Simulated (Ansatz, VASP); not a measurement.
LiCl in VASP and in Ansatz

Contents of INCAR:

```
PREC = Accurate
ENCUT = 520
EDIFF = 1E-6
ISMEAR = 0
SIGMA = 0.05
LREAL = F
LASPH = T
NELM = 80
ALGO = Normal
ISIF = 2
LWAVE = F
LCHARG = F
NBANDS = 12
```

KPOINTS

```
Automatic mesh
0
Gamma
  8 8 8
```

File POSCAR:

```
LiCl
1.0
   -0.0256476000      2.5647600000      2.5647600000
    2.5391124000      0.0000000000      2.5391124000
    2.5647600000      2.5647600000     -0.0256476000
Li Cl
1 1
Direct
    0.0000000000      0.0000000000      0.0000000000
    0.5000000000      0.5000000000      0.5000000000
```

Input for Ansatz:

```yaml
crystal:
  lattice:
    - [-0.0256476, 2.56476, 2.56476]
    - [2.5391124, 0.0, 2.5391124]
    - [2.56476, 2.56476, -0.0256476]
  atoms:
    - { symbol: Li, position: [0.0, 0.0, 0.0] }
    - { symbol: Cl, position: [0.5, 0.5, 0.5] }
basis:
  ecutwfc: 420
kpoints:
  mp_grid: { grid: [8, 8, 8] }
hamiltonian:
  xc: lda
scf:
  occupations: { method: gaussian, width: 0.05 }
output:
  forces: true
  stress: true
  eigenvalues: true
```

Change from the starting cell: strain -0.0200 x Voigt [0, 0, 0, 0, 1, 0], atoms carried along.

Alike in both runs: task single point; functional LDA; k mesh 8 × 8 × 8; occupations gaussian, width 0.05 eV; no spin polarisation.

|  | VASP | Ansatz |
| --- | --- | --- |
| version | VASP 6.6.1 | Ansatz 0.2.0 |
| potentials or method | VASP PAW LDA potentials, release 64 (Li_sv, Cl), cutoff 520 eV | scalar-relativistic, plane waves, PAW |
| valence electrons in the cell | 10 | 10 |

VASP gave:

- gap on the k mesh at the Fermi level (eV): 5.94
- least direct gap on the mesh (eV): 5.94

Problem. Estimate Ansatz's values.

Solution. gap on the k mesh at the Fermi level (eV): 5.92; least direct gap on the mesh (eV): 5.92.

LDA's correlation is that of Perdew and Zunger in VASP and of Perdew and Wang (1992) in Ansatz.

Noted on VASP's run: the cutoff is short for stress, so the pressure is rough.
